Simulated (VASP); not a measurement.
# AlN (P2_1) in VASP: single point with HSE06

Aim: the single point of AlN with HSE06.

All numbers are computed with VASP 6.6.1; they aren't measurements. Logs are shortened: lines on timing, memory, paths and dates and some standing lists are left out, and cuts for length are marked.

### Step 1. The cell of the first run

The structure is monoclinic, space group P2_1 (No. 4). Conventional cell: a = 3.040 Å, b = 4.979 Å, c = 3.108 Å, α = 90.00°, β = 117.84°, γ = 90.00°. Al (site symmetry 1) has 4 N at 1.88 to 1.90 Å within 2.5 Å. Within 2.5 Å of N (site symmetry 1) lie 4 Al at 1.88 to 1.90 Å.

### Step 2. Single point, HSE06 (shear xy strain +5.0%)

POSCAR reads:

```
AlN
1.0
    3.1066937614      0.0776673441      0.0000000000
   -1.4860849878      2.6516420471      0.0000000000
    0.0000000000      0.0000000000      4.9785915475
Al N
2 2
Direct
    0.3308157425      0.6667427831     -0.0033166581
    0.6691842575      0.3332572169      0.4966833419
    0.3256371238      0.6673600995      0.3783166581
    0.6743628762      0.3326399005      0.8783166581
```

INCAR.step1 reads:

```
ALGO = Normal ; EDIFF = 1E-5
ENCUT = 520 ; GGA = PE
GGA_COMPAT = F ; ISIF = 2
ISMEAR = 0 ; KPAR = 4
LASPH = T ; LCHARG = F
LREAL = F ; LWAVE = T
NBANDS = 16 ; NELM = 120
PREC = Accurate ; SIGMA = 0.01
```

INCAR.step2 reads:

```
ALGO = Normal ; EDIFF = 1E-6
ENCUT = 520 ; GGA = PE
GGA_COMPAT = F ; HFSCREEN = 0.2079
ISIF = 2 ; ISMEAR = 0
ISTART = 1 ; KPAR = 4
LASPH = T ; LCHARG = F
LHFCALC = T ; LREAL = F
LWAVE = F ; NBANDS = 16
NELM = 120 ; PREC = Accurate
PRECFOCK = Normal ; SIGMA = 0.01
```

KPOINTS reads:

```
k-points
0
Gamma
  6 6 4
```

Potentials or basis: VASP PAW PBE potentials, release 64 (Al, N).

Started as:

```
cat potpaw_PBE.64/Al/POTCAR potpaw_PBE.64/N/POTCAR > POTCAR
cp INCAR.step1 INCAR
mpirun -np 4 vasp_std > vasp.out
cp INCAR.step2 INCAR
mpirun -np 4 vasp_std > vasp.out
```

OUTCAR:

```text
EDIFF = 1E-6
   ENCUT = 520
   GGA = PE
   HFSCREEN = 0.2079
   ISIF = 2
   ISMEAR = 0
   ISTART = 1
   LASPH = T
   LHFCALC = T
   LREAL = F
   NELM = 120
   PREC = Accurate
   PRECFOCK = Normal

 ion  position               nearest neighbor table
   1  0.331  0.667  0.997-   4 1.88   4 1.89   4 1.90   3 1.90   2 3.05   2 3.05   2 3.07   2 3.07
                             2 3.08   2 3.08
   2  0.669  0.333  0.497-   3 1.88   3 1.89   3 1.90   4 1.90   1 3.05   1 3.05   1 3.07   1 3.07
                             1 3.08   1 3.08
   3  0.326  0.667  0.378-   2 1.88   2 1.89   2 1.90   1 1.90
   4  0.674  0.333  0.878-   1 1.88   1 1.89   1 1.90   2 1.90

  Warning from LATTYP: Monoclinic adjustment (A1->A3, A2->A1, A3->A2)!
  LATTYP: Found a simple monoclinic cell.
 ALAT       =     3.0396799399
 B/A-ratio  =     1.6378670274
 C/A-ratio  =     1.0223656809
 COS(beta)  =    -0.4669407592

  Lattice vectors:

 A1 = (  -1.4860849878,   2.6516420471,   0.0000000000)
 A2 = (   0.0000000000,   0.0000000000,   4.9785915475)
 A3 = (   3.1066937614,   0.0776673441,   0.0000000000)

Analysis of symmetry for initial positions (statically):
=====================================================================
 Subroutine PRICEL returns:
 Original cell was already a primitive cell.

 Routine SETGRP: Setting up the symmetry group for a
 simple monoclinic supercell.

 Subroutine GETGRP returns: Found  2 space group operations
 (whereof  1 operations were pure point group operations)
 out of a pool of  4 trial point group operations.

The static configuration has the point symmetry C_1 .
 The point group associated with its full space group is C_2 .

Analysis of symmetry for dynamics (positions and initial velocities):
=====================================================================
 Subroutine PRICEL returns:
 Original cell was already a primitive cell.

 Routine SETGRP: Setting up the symmetry group for a
 simple monoclinic supercell.

 Subroutine GETGRP returns: Found  2 space group operations
 (whereof  1 operations were pure point group operations)
 out of a pool of  4 trial point group operations.

The dynamic configuration has the point symmetry C_1 .
 The point group associated with its full space group is C_2 .

 Subroutine INISYM returns: Found  2 space group operations
 (whereof  1 operations are pure point group operations),
 and found     1 'primitive' translations

----------------------------------------------------------------------------------------

                                     Primitive cell

  volume of cell :      41.5875

  direct lattice vectors                    reciprocal lattice vectors
     3.106693761  0.077667344  0.000000000     0.317437985  0.177904791  0.000000000
    -1.486084988  2.651642047  0.000000000    -0.009297848  0.371913927  0.000000000
     0.000000000  0.000000000  4.978591547     0.000000000  0.000000000  0.200860020

  length of vectors
     3.107664452  3.039679940  4.978591547     0.363891452  0.372030132  0.200860020

  position of ions in fractional coordinates (direct lattice)
     0.330815743  0.666742783  0.996683342
     0.669184257  0.333257217  0.496683342
     0.325637124  0.667360100  0.378316658
     0.674362876  0.332639900  0.878316658

  ion indices of the primitive-cell ions
   primitive index   ion index
                 1           1
                 2           2
                 3           3
                 4           4

----------------------------------------------------------------------------------------

 KPOINTS: k-points

Automatic generation of k-mesh.
 Grid dimensions read from file:
 generate k-points for:    6    6    4

 Generating k-lattice:

  Cartesian coordinates                     Fractional coordinates (reciprocal lattice)
     0.052906331  0.029650798  0.000000000     0.166666667  0.000000000  0.000000000
    -0.001549641  0.061985655  0.000000000     0.000000000  0.166666667  0.000000000
     0.000000000  0.000000000  0.050215005     0.000000000  0.000000000  0.250000000

  Length of vectors
     0.060648575  0.062005022  0.050215005

  Shift w.r.t. Gamma in fractional coordinates (k-lattice)
     0.000000000  0.000000000  0.000000000

 Subroutine IBZKPT returns following result:
 ===========================================

 Found     60 irreducible k-points:

 Following reciprocal coordinates:
            Coordinates               Weight
  0.000000  0.000000  0.000000      1.000000
  0.166667  0.000000  0.000000      2.000000
  0.333333 -0.000000  0.000000      2.000000
  0.500000  0.000000  0.000000      1.000000
  0.000000  0.166667  0.000000      2.000000
  0.166667  0.166667  0.000000      2.000000
[... 16 lines left out ...]
  0.333333 -0.000000  0.250000      4.000000
  0.500000  0.000000  0.250000      2.000000
 [... further k-points ...]
   k-points           NKPTS =     60   k-points in BZ     NKDIM =    144   number of bands    NBANDS=     16
   number of dos      NEDOS =    301   number of ions     NIONS =      4
   total plane-waves  NPLWV =  23040
   dimension x,y,z NGX =    24 NGY =   24 NGZ =   40
   dimension x,y,z NGXF=    48 NGYF=   48 NGZF=   80
   ions per type =               2   2
   NGX,Y,Z   is equivalent  to a cutoff of  12.84, 13.13, 13.36 a.u.
   NGXF,Y,Z  is equivalent  to a cutoff of  25.68, 26.25, 26.71 a.u.
 SYSTEM =  unknown system
   PREC   = accura    normal or accurate (medium, high low for compatibility)
   ISTART =      1    job   : 0-new  1-cont  2-samecut
   ICHARG =      0    charge: 1-file 2-atom 10-const
   ISPIN  =      1    spin polarized calculation?
   LNONCOLLINEAR =      F non collinear calculations
   LSORBIT =      F    spin-orbit coupling
   LASPH  =      T    aspherical Exc in radial PAW
   ENCUT  =  520.0 eV  38.22 Ry    6.18 a.u.   5.78  5.65  9.26*2*pi/ulx,y,z
   NELM   =    120;   NELMIN=  2; NELMDL=  0     # of ELM steps
   EDIFF  = 0.1E-05   stopping-criterion for ELM
   LREAL  =      F    real-space projection
   EDIFFG = 0.1E-04   stopping-criterion for IOM
   NSW    =      0    number of steps for IOM
   IBRION =     -1    ionic relax: 0-MD 1-quasi-New 2-CG
   NFREE  =      0    steps in history (QN), initial steepest desc. (CG)
   ISIF   =      2    stress and relaxation
   ISYM   =      3    0-nonsym 1-usesym 2-fastsym
   POTIM  = 0.5000    time-step for ionic-motion
   TEBEG  =    0.0;   TEEND  =   0.0 temperature during run
   PSTRESS=    0.0 pullay stress
   NELECT =      16.0000    total number of electrons
   NUPDOWN=      -1.0000    fix difference up-down
   EMIN   =  10.00;   EMAX   =-10.00  energy-range for DOS
   EFERMI =   0.00;   METHOD = LEGACY
   ISMEAR =     0;   SIGMA  =   0.01  broadening in eV -4-tet -1-fermi 0-gaus
   EFERMI_NEDOS =   21; number of points for ismear=-14 and -15
   IALGO  =     38    algorithm
   IMIX   =      1    mixing-type and parameters
     AMIX     =   0.40;   BMIX     =  1.00
     AMIX_MAG =   1.60;   BMIX_MAG =  1.00
  volume/ion in A,a.u.               =      10.40        70.16
  Fermi-wavevector in a.u.,A,eV,Ry     =   1.190677  2.250053 19.289141  1.417712
  Thomas-Fermi vector in A             =   2.326756
   LORBIT       =      0    0 simple, 1 ext, 2 COOP (PROOUT), +10 PAW based schemes
   GGA     = PE    functional components
   LHFCALC =     T    Hartree Fock is set to
   PRECFOCK=normal    Normal, Fast or Accurate (Low or Medium for compatibility)
   ENCUT4O =  -1.0   cutoff for four orbital integrals eV
   NKREDX  =     1    reduce k-point grid by
   NKREDY  =     1    reduce k-point grid by
   NKREDZ  =     1    reduce k-point grid by
   AEXX    =    0.2500 exact exchange contribution
   HFSCREEN=    0.2079 screening length (either q_TF or 0.3 A-1)
   HFSCREENC=   0.2079 screening length for correlation (either q_TF or 0.3 A-1)
   ENCUTFOCK=  -1.0 apply spherical cutoff to Coloumb kernel
   IVDW    =     0    specifies the selected vdW correction
   LEPSILON=     F    determine dielectric tensor
   LRPA    =     F    only Hartree local field effects (RPA)
 non-spin polarized calculation
 Gauss-broadening in eV      SIGMA  =   0.01
  energy-cutoff  :      520.00
  volume of cell :       41.59
 maximum number of plane-waves:      1134
  NGX = 18; NGY = 18; NGZ = 28

 number of electron      15.9999999 magnetization

 Free energy of the ion-electron system (eV)
  ---------------------------------------------------
  ext. energy  EPLUGINS =         0.00000000
  ---------------------------------------------------
  free energy    TOTEN  =       -34.85124970 eV

  energy without entropy =      -34.85124970  energy(sigma->0) =      -34.85124970

 E-fermi :   5.3344     XC(G=0):  -9.0121

 val. band max:        5.2844376748   @ k =   0.0000   0.0000   0.0000
 cond. band min:      10.8560116615   @ k =   0.0000   0.0000   0.0000
 fundamental gap:      5.5715739867
 Fermi energy:         5.3343537399

 k-point     1 :       0.0000    0.0000    0.0000
  band No.  band energies     occupation
      1     -11.4393      2.00000
      2      -9.1423      2.00000
      3      -1.2402      2.00000
      4       4.1093      2.00000
      5       4.5718      2.00000
      6       4.9061      2.00000
[... 8 lines left out ...]
     15      20.1415      0.00000
     16      20.6116      0.00000

 k-point     2 :       0.1667    0.0000    0.0000
  band No.  band energies     occupation
      1     -11.0826      2.00000
      2      -8.9560      2.00000
      3      -0.8017      2.00000
      4       2.6115      2.00000
      5       3.5845      2.00000
      6       4.1724      2.00000
[... 8 lines left out ...]
     15      19.6183      0.00000
     16      20.3090      0.00000

 k-point     3 :       0.3333   -0.0000    0.0000
  band No.  band energies     occupation
      1     -10.1629      2.00000
      2      -8.6381      2.00000
      3       0.2439      2.00000
      4       0.4291      2.00000
      5       1.5640      2.00000
      6       3.5900      2.00000
[... 8 lines left out ...]
     15      19.1020      0.00000
     16      21.9588      0.00000
[... 362 lines left out ...]
 k-point    23 :       0.3333   -0.0000    0.2500
  band No.  band energies     occupation
      1      -9.9680      2.00000
      2      -8.8944      2.00000
      3      -0.2870      2.00000
      4       0.7882      2.00000
      5       1.9419      2.00000
      6       3.7588      2.00000
[... 8 lines left out ...]
     15      19.4908      0.00000
     16      21.6186      0.00000

 k-point    24 :       0.5000    0.0000    0.2500
  band No.  band energies     occupation
      1      -9.2996      2.00000
      2      -8.7589      2.00000
      3      -1.0198      2.00000
      4      -0.1310      2.00000
      5       2.4457      2.00000
      6       3.5268      2.00000
[... 8 lines left out ...]
     15      19.4765      0.00000
     16      22.3674      0.00000

 [... further k-points ...]
[... 5 lines left out ...]
  --------------------------------------------------------------------------------------
  -------------------------------------------------------------------------------------
  Total       -0.2924218     -0.0418870     -0.2868153     -1.7435868      0.0000000      0.0000000
  in kB      -11.2656920     -1.6137155    -11.0496976    -67.1725237      0.0000000      0.0000000
  external PRESSURE =      -7.9763684 kB  Pullay stress =       0.0000000 kB

 VOLUME and BASIS-vectors are now :
 -----------------------------------------------------------------------------
  energy-cutoff  :      520.00
  volume of cell :       41.59
      direct lattice vectors                 reciprocal lattice vectors
     3.106693761  0.077667344  0.000000000     0.317437985  0.177904791  0.000000000
    -1.486084988  2.651642047  0.000000000    -0.009297848  0.371913927  0.000000000
     0.000000000  0.000000000  4.978591547     0.000000000  0.000000000  0.200860020

 POSITION                                       TOTAL-FORCE (eV/Angst)
 -----------------------------------------------------------------------------------
      0.03691      1.79366      4.96208        -0.000293      0.000681     -0.004855
      1.58370      0.93565      2.47278         0.000293     -0.000681     -0.004855
      0.01990      1.79489      1.88348        -0.003564      0.000935      0.004855
      1.60071      0.93442      4.37278         0.003564     -0.000935      0.004855
 -----------------------------------------------------------------------------------
    total drift:                               -0.000000     -0.000000     -0.000329

  FREE ENERGIE OF THE ION-ELECTRON SYSTEM (eV)
  ---------------------------------------------------
  free  energy   TOTEN  =       -34.8512497042 eV

  energy  without entropy=      -34.8512497042  energy(sigma->0) =      -34.85124970
```

It took 15 min on 4 MPI ranks of AMD EPYC 7R13 (Zen 3), shared host; peak memory 0.27 GiB.

What came out:

| Property | Result |
| --- | --- |
| Free energy | -34.8512 eV |
| Pressure | -0.8 GPa |
| Largest force | 0.006 eV/Å |
| Band gap on the k mesh | 5.57 eV |

Forces in eV/Å, atoms in the order of the input:
```
Al   0.000  0.001 -0.005
Al   0.000 -0.001 -0.005
N   -0.004  0.001  0.005
N    0.004 -0.001  0.005
```

Caveat: the cell differs from its parent crystal (shear xy strain +5.0%); the PAW data sets were made with another functional, which shifts forces and pressure a little.
